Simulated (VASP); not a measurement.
# NiSb (I4mm) in VASP: a series of runs

The runs below take NiSb through single point, with PBE.

All numbers are computed with VASP 6.6.1; they aren't measurements. Logs are shortened: lines on timing, memory, paths and dates and some standing lists are left out, and cuts for length are marked.

### Step 1. The cell of the first run

The structure is tetragonal, space group I4mm (No. 107). Conventional cell: a = 3.725 Å, b = 3.725 Å, c = 5.267 Å, α = 90.00°, β = 90.00°, γ = 90.00°. Within 3.2 Å of Ni (site symmetry 4mm) lie 6 Sb at 2.43 to 2.83 Å. Within 3.2 Å of Sb (site symmetry 4mm) lie 6 Ni at 2.43 to 2.83 Å.

### Step 2. Single point, PBE, collinear spin (atom 2 (Sb) moved 0.2 Å along z)

File INCAR:

```
SYSTEM = NiSb
PREC = Accurate ; ENCUT = 520
EDIFF = 1E-7 ; ISMEAR = 0
SIGMA = 0.05 ; LREAL = .False.
LASPH = .True. ; NELM = 150
ALGO = Normal ; ISIF = 2
LWAVE = .False. ; LCHARG = .False.
ISPIN = 2 ; MAGMOM = 0.05 0
LORBIT = 11 ; LMAXMIX = 4
GGA = PE ; NBANDS = 18
```

File KPOINTS:

```
Automatic mesh
0
Gamma
  12 12 12
  0 0 0
```

File POSCAR:

```
NiSb
1.0
    0.0000000000      2.6337378275      2.6337378275
    2.6337378275      0.0000000000      2.6337378275
    2.6337378275      2.6337378275      0.0000000000
Ni Sb
1 1
Direct
    0.5000000000      0.5000000000      0.5000000000
    0.0379688513      0.0379688513     -0.0379688513
```

Potentials or basis: VASP PAW PBE potentials, release 64 (Ni, Sb).

Command:

```bash
cat potpaw_PBE.64/Ni/POTCAR potpaw_PBE.64/Sb/POTCAR > POTCAR
mpirun -np 1 vasp_std > vasp.out
```

OUTCAR:

```text
SYSTEM = NiSb
   PREC = Accurate
   ENCUT = 520
   EDIFF = 1E-7
   ISMEAR = 0
   LREAL = .False.
   LASPH = .True.
   NELM = 150
   ISIF = 2
   ISPIN = 2
   LORBIT = 11
   GGA = PE

 ion  position               nearest neighbor table
   1  0.500  0.500  0.500-   2 2.43   2 2.64   2 2.64   2 2.64   2 2.64   2 2.83
   2  0.038  0.038  0.962-   1 2.43   1 2.64   1 2.64   1 2.64   1 2.64   1 2.83

  LATTYP: Found a face centered cubic cell.
 ALAT       =     5.2674756550

  Lattice vectors:

 A1 = (   0.0000000000,   2.6337378275,   2.6337378275)
 A2 = (   2.6337378275,   0.0000000000,   2.6337378275)
 A3 = (   2.6337378275,   2.6337378275,   0.0000000000)

Analysis of symmetry for initial positions (statically):
=====================================================================
 Subroutine PRICEL returns:
 Original cell was already a primitive cell.

 Routine SETGRP: Setting up the symmetry group for a
 face centered cubic supercell.

 Subroutine GETGRP returns: Found  8 space group operations
 (whereof  8 operations were pure point group operations)
 out of a pool of 48 trial point group operations.

The static configuration has the point symmetry C_4v.

Analysis of symmetry for dynamics (positions and initial velocities):
=====================================================================
 Subroutine PRICEL returns:
 Original cell was already a primitive cell.

 Routine SETGRP: Setting up the symmetry group for a
 face centered cubic supercell.

 Subroutine GETGRP returns: Found  8 space group operations
 (whereof  8 operations were pure point group operations)
 out of a pool of 48 trial point group operations.

The dynamic configuration has the point symmetry C_4v.

Analysis of structural, dynamic, and magnetic symmetry:
=====================================================================
 Subroutine PRICEL returns:
 Original cell was already a primitive cell.

 Routine SETGRP: Setting up the symmetry group for a
 face centered cubic supercell.

 Subroutine GETGRP returns: Found  8 space group operations
 (whereof  8 operations were pure point group operations)
 out of a pool of 48 trial point group operations.

The overall configuration has the point symmetry C_4v.

 Subroutine INISYM returns: Found  8 space group operations
 (whereof  8 operations are pure point group operations),
 and found     1 'primitive' translations

----------------------------------------------------------------------------------------

                                     Primitive cell

  volume of cell :      36.5382

  direct lattice vectors                    reciprocal lattice vectors
     0.000000000  2.633737828  2.633737828    -0.189844257  0.189844257  0.189844257
     2.633737828  0.000000000  2.633737828     0.189844257 -0.189844257  0.189844257
     2.633737828  2.633737828  0.000000000     0.189844257  0.189844257 -0.189844257

  length of vectors
     3.724667755  3.724667755  3.724667755     0.328819898  0.328819898  0.328819898

  position of ions in fractional coordinates (direct lattice)
     0.500000000  0.500000000  0.500000000
     0.037968851  0.037968851  0.962031149

  ion indices of the primitive-cell ions
   primitive index   ion index
                 1           1
                 2           2

----------------------------------------------------------------------------------------

 KPOINTS: Automatic mesh

Automatic generation of k-mesh.
 Grid dimensions read from file:
 generate k-points for:   12   12   12

 Generating k-lattice:

  Cartesian coordinates                     Fractional coordinates (reciprocal lattice)
    -0.015820355  0.015820355  0.015820355     0.083333333  0.000000000  0.000000000
     0.015820355 -0.015820355  0.015820355     0.000000000  0.083333333  0.000000000
     0.015820355  0.015820355 -0.015820355     0.000000000  0.000000000  0.083333333

  Length of vectors
     0.027401658  0.027401658  0.027401658

  Shift w.r.t. Gamma in fractional coordinates (k-lattice)
     0.000000000  0.000000000  0.000000000

 Subroutine IBZKPT returns following result:
 ===========================================

 Found    163 irreducible k-points:

 Following reciprocal coordinates:
            Coordinates               Weight
  0.000000  0.000000  0.000000      1.000000
  0.083333  0.000000  0.000000      8.000000
  0.166667  0.000000  0.000000      8.000000
  0.250000  0.000000  0.000000      8.000000
  0.333333  0.000000  0.000000      8.000000
  0.416667  0.000000  0.000000      8.000000
[... 16 lines left out ...]
  0.000000 -0.333333  0.083333     16.000000
 -0.250000  0.083333  0.000000      8.000000
 [... further k-points ...]
   k-points           NKPTS =    163   k-points in BZ     NKDIM =    163   number of bands    NBANDS=     18
   number of dos      NEDOS =    301   number of ions     NIONS =      2
   total plane-waves  NPLWV =  21952
   dimension x,y,z NGX =    28 NGY =   28 NGZ =   28
   dimension x,y,z NGXF=    56 NGYF=   56 NGZF=   56
   ions per type =               1   1
   NGX,Y,Z   is equivalent  to a cutoff of  12.50, 12.50, 12.50 a.u.
   NGXF,Y,Z  is equivalent  to a cutoff of  24.99, 24.99, 24.99 a.u.
 SYSTEM =  NiSb
   PREC   = accura    normal or accurate (medium, high low for compatibility)
   ISTART =      0    job   : 0-new  1-cont  2-samecut
   ICHARG =      2    charge: 1-file 2-atom 10-const
   ISPIN  =      2    spin polarized calculation?
   LNONCOLLINEAR =      F non collinear calculations
   LSORBIT =      F    spin-orbit coupling
   LASPH  =      T    aspherical Exc in radial PAW
   ENCUT  =  520.0 eV  38.22 Ry    6.18 a.u.   6.93  6.93  6.93*2*pi/ulx,y,z
   NELM   =    150;   NELMIN=  2; NELMDL= -5     # of ELM steps
   EDIFF  = 0.1E-06   stopping-criterion for ELM
   LREAL  =      F    real-space projection
   EDIFFG = 0.1E-05   stopping-criterion for IOM
   NSW    =      0    number of steps for IOM
   IBRION =     -1    ionic relax: 0-MD 1-quasi-New 2-CG
   NFREE  =      0    steps in history (QN), initial steepest desc. (CG)
   ISIF   =      2    stress and relaxation
   ISYM   =      2    0-nonsym 1-usesym 2-fastsym
   POTIM  = 0.5000    time-step for ionic-motion
   TEBEG  =    0.0;   TEEND  =   0.0 temperature during run
   PSTRESS=    0.0 pullay stress
   NELECT =      15.0000    total number of electrons
   NUPDOWN=      -1.0000    fix difference up-down
   EMIN   =  10.00;   EMAX   =-10.00  energy-range for DOS
   EFERMI =   0.00;   METHOD = LEGACY
   ISMEAR =     0;   SIGMA  =   0.05  broadening in eV -4-tet -1-fermi 0-gaus
   EFERMI_NEDOS =   21; number of points for ismear=-14 and -15
   IALGO  =     38    algorithm
   IMIX   =      4    mixing-type and parameters
     AMIX     =   0.40;   BMIX     =  1.00
     AMIX_MAG =   1.60;   BMIX_MAG =  1.00
  volume/ion in A,a.u.               =      18.27       123.29
  Fermi-wavevector in a.u.,A,eV,Ry     =   1.216716  2.299261 20.142050  1.480399
  Thomas-Fermi vector in A             =   2.352061
   LORBIT       =     11    0 simple, 1 ext, 2 COOP (PROOUT), +10 PAW based schemes
   GGA     = PE    functional components
   LHFCALC =     F    Hartree Fock is set to
   AEXX    =    0.0000 exact exchange contribution
   IVDW    =     0    specifies the selected vdW correction
   LEPSILON=     F    determine dielectric tensor
   LRPA    =     F    only Hartree local field effects (RPA)
 spin polarized calculation
 Gauss-broadening in eV      SIGMA  =   0.05
  energy-cutoff  :      520.00
  volume of cell :       36.54
 maximum number of plane-waves:      1004
   NGX = 13   NGY = 13   NGZ = 13

 number of electron      15.0000000 magnetization      -0.0000054

 number of electron      15.0000000 magnetization       0.0000022

 Free energy of the ion-electron system (eV)
  ---------------------------------------------------
  ext. energy  EPLUGINS =         0.00000000
  ---------------------------------------------------
  free energy    TOTEN  =        -9.54123300 eV

  energy without entropy =       -9.53994837  energy(sigma->0) =       -9.54059069

 E-fermi :   8.9056     XC(G=0): -11.2218

 val. band max:        8.9016468520   @ k =   0.4167   0.3333   0.0000
 cond. band min:       8.9294246387   @ k =   0.0000   0.3333   0.3333
 fundamental gap:      0.0277777868
 Fermi energy:         8.9056274060

 spin component 1

 k-point     1 :       0.0000    0.0000    0.0000
  band No.  band energies     occupation
      1      -3.3134      1.00000
      2       6.9988      1.00000
      3       7.0089      1.00000
      4       7.0089      1.00000
      5       7.1043      1.00000
      6       7.1531      1.00000
[... 10 lines left out ...]
     17      19.9366      0.00000
     18      21.7958      0.00000
[... 463 lines left out ...]
 k-point    24 :      -0.2500    0.0833    0.0000
  band No.  band energies     occupation
      1      -2.0658      1.00000
      2       5.2565      1.00000
      3       6.4028      1.00000
      4       6.4739      1.00000
      5       7.2445      1.00000
      6       7.3255      1.00000
[... 10 lines left out ...]
     17      24.9436      0.00000
     18      25.7490      0.00000

 [... further k-points ...]

 spin component 2

 k-point     1 :       0.0000    0.0000    0.0000
  band No.  band energies     occupation
      1      -3.3134      1.00000
      2       6.9988      1.00000
      3       7.0089      1.00000
      4       7.0089      1.00000
      5       7.1043      1.00000
      6       7.1531      1.00000
[... 10 lines left out ...]
     17      19.9366      0.00000
     18      21.7958      0.00000
[... 463 lines left out ...]
 k-point    24 :      -0.2500    0.0833    0.0000
  band No.  band energies     occupation
      1      -2.0658      1.00000
      2       5.2565      1.00000
      3       6.4028      1.00000
      4       6.4739      1.00000
      5       7.2445      1.00000
      6       7.3255      1.00000
[... 10 lines left out ...]
     17      24.9436      0.00000
     18      25.7490      0.00000

 [... further k-points ...]

------------------------ aborting loop because EDIFF is reached ----------------------------------------

  FORCE on cell =-STRESS in cart. coord.  units (eV):
  Direction    XX          YY          ZZ          XY          YZ          ZX
  --------------------------------------------------------------------------------------
  -------------------------------------------------------------------------------------
  Total       -0.0615386     -0.0615386      1.2877825      0.0000000      0.0000000      0.0000000
  in kB       -2.6984277     -2.6984277     56.4683997      0.0000000      0.0000000      0.0000000
  external PRESSURE =      17.0238481 kB  Pullay stress =       0.0000000 kB

 VOLUME and BASIS-vectors are now :
 -----------------------------------------------------------------------------
  energy-cutoff  :      520.00
  volume of cell :       36.54
      direct lattice vectors                 reciprocal lattice vectors
     0.000000000  2.633737828  2.633737828    -0.189844257  0.189844257  0.189844257
     2.633737828  0.000000000  2.633737828     0.189844257 -0.189844257  0.189844257
     2.633737828  2.633737828  0.000000000     0.189844257  0.189844257 -0.189844257

 POSITION                                       TOTAL-FORCE (eV/Angst)
 -----------------------------------------------------------------------------------
      2.63374      2.63374      2.63374         0.000000      0.000000      0.861901
      2.63374      2.63374      0.20000         0.000000      0.000000     -0.861901
 -----------------------------------------------------------------------------------
    total drift:                                0.000001      0.000001      0.000065

  FREE ENERGIE OF THE ION-ELECTRON SYSTEM (eV)
  ---------------------------------------------------
  free  energy   TOTEN  =        -9.5412330018 eV

  energy  without entropy=       -9.5399483685  energy(sigma->0) =       -9.54059069

 total charge

# of ion       s       p       d       tot
------------------------------------------
    1        0.478   0.361   8.465   9.304
    2        1.154   1.205   0.064   2.424
--------------------------------------------------
tot          1.632   1.566   8.529  11.728

 magnetization (x)

# of ion       s       p       d       tot
------------------------------------------
    1       -0.000  -0.000  -0.000  -0.000
    2        0.000  -0.000   0.000   0.000
--------------------------------------------------
tot          0.000  -0.000  -0.000  -0.000
```

It took 6 min on 1 thread of Intel Xeon 8259CL, shared host; peak memory 0.3 GiB.

Results:

```yaml
Free_energy: -9.5412 eV
Pressure: 1.7 GPa
Largest_force: 0.862 eV/Å
Net_moment: 0.00 μB per cell
Valence_electrons_inside_the_program's_atomic_spheres: Ni 9.30; Sb 2.42
```

Forces in eV/Å, atoms in the order of the input:
```
Ni   0.000  0.000  0.862
Sb   0.000  0.000 -0.862
```

Caveat: the cell differs from its parent crystal (atom 2 (Sb) moved 0.2 Å along z); the stress differs along the axes, from -0 to 6 GPa; spin-orbit coupling is left out, which moves the levels of the heavy elements.

### Step 3. Single point, PBE, collinear spin (atom 2 (Sb) moved 0.2 Å along y)

File INCAR:

```
SYSTEM = NiSb
ALGO     = Normal         ! electronic algorithm
EDIFF    = 1E-6           ! SCF threshold, eV
ENCUT    = 520            ! plane-wave cutoff, eV
GGA      = PE             ! functional
ISIF     = 2              ! what is computed and relaxed
ISMEAR   = 0              ! smearing method
ISPIN    = 2              ! spin polarisation
LASPH    = .TRUE.         ! aspherical terms in the spheres
LCHARG   = .FALSE.        ! write CHGCAR
LMAXMIX  = 4              ! l up to which the mixer works
LORBIT   = 11             ! projections on sites
LREAL    = .FALSE.        ! projectors in reciprocal space
LWAVE    = .FALSE.        ! write WAVECAR
MAGMOM   = 0.05 0         ! initial moments
NBANDS   = 18             ! bands
NELM     = 150            ! most SCF steps
PREC     = Accurate       ! precision mode
SIGMA    = 0.05           ! smearing width, eV
```

File KPOINTS:

```
k-points
0
G
  12 12 12
  0 0 0
```

Edit POSCAR of step 2 so:

```diff
@@ -9,2 +9,2 @@
     0.5000000000      0.5000000000      0.5000000000
-    0.0379688513      0.0379688513     -0.0379688513
+    0.0379688513     -0.0379688513      0.0379688513
```

Potentials or basis: VASP PAW PBE potentials, release 64 (Ni, Sb).

Command:

```bash
cat potpaw_PBE.64/Ni/POTCAR potpaw_PBE.64/Sb/POTCAR > POTCAR
mpirun -np 1 vasp_std > vasp.out
```

It took 4.3 min on 1 thread of Intel Xeon 8259CL, shared host; peak memory 0.3 GiB.

It converged, with:

```yaml
Free_energy: -9.5412 eV
Pressure: 2.2 GPa
Largest_force: 0.862 eV/Å
Net_moment: 0.00 μB per cell
Valence_electrons_inside_the_program's_atomic_spheres: Ni 9.30; Sb 2.42
```

Forces in eV/Å, atoms in the order of the input:
```
Ni   0.000  0.862  0.000
Sb   0.000 -0.862  0.000
```

Stress tensor (GPa, compression positive):
```
0.19 0.00 0.00
0.00 6.08 0.00
0.00 0.00 0.19
```

Levels at points of the mesh, in eV from the Fermi level:
Spin up:
| k point | band 4 | band 5 | band 6 | band 7 | band 8 | band 9 | band 10 | band 11 |
| --- | --- | --- | --- | --- | --- | --- | --- | --- |
| (0.00, 0.00, 0.00) | -1.90 | -1.80 | -1.75 | 2.36 | 2.36 | 2.38 | 7.15 | 8.84 |
| (0.50, 0.00, 0.00) | -2.82 | -1.46 | -1.45 | -1.21 | 3.42 | 3.62 | 5.38 | 5.80 |
| (0.50, 0.50, 0.00) | -1.87 | -1.32 | -1.27 | -1.11 | -0.98 | -0.66 | 1.71 | 5.41 |
| (0.50, 0.00, 0.50) | -1.57 | -1.34 | -1.34 | -1.20 | -1.20 | -0.92 | 1.81 | 5.48 |
Spin down:
| k point | band 4 | band 5 | band 6 | band 7 | band 8 | band 9 | band 10 | band 11 |
| --- | --- | --- | --- | --- | --- | --- | --- | --- |
| (0.00, 0.00, 0.00) | -1.90 | -1.80 | -1.75 | 2.36 | 2.36 | 2.38 | 7.15 | 8.84 |
| (0.50, 0.00, 0.00) | -2.82 | -1.46 | -1.45 | -1.21 | 3.42 | 3.62 | 5.38 | 5.80 |
| (0.50, 0.50, 0.00) | -1.86 | -1.32 | -1.27 | -1.11 | -0.98 | -0.66 | 1.71 | 5.41 |
| (0.50, 0.00, 0.50) | -1.57 | -1.34 | -1.34 | -1.20 | -1.20 | -0.92 | 1.81 | 5.48 |

Caveat: the cell differs from its parent crystal (atom 2 (Sb) moved 0.2 Å along y); the stress differs along the axes, from 0 to 6 GPa; spin-orbit coupling is left out, which moves the levels of the heavy elements.
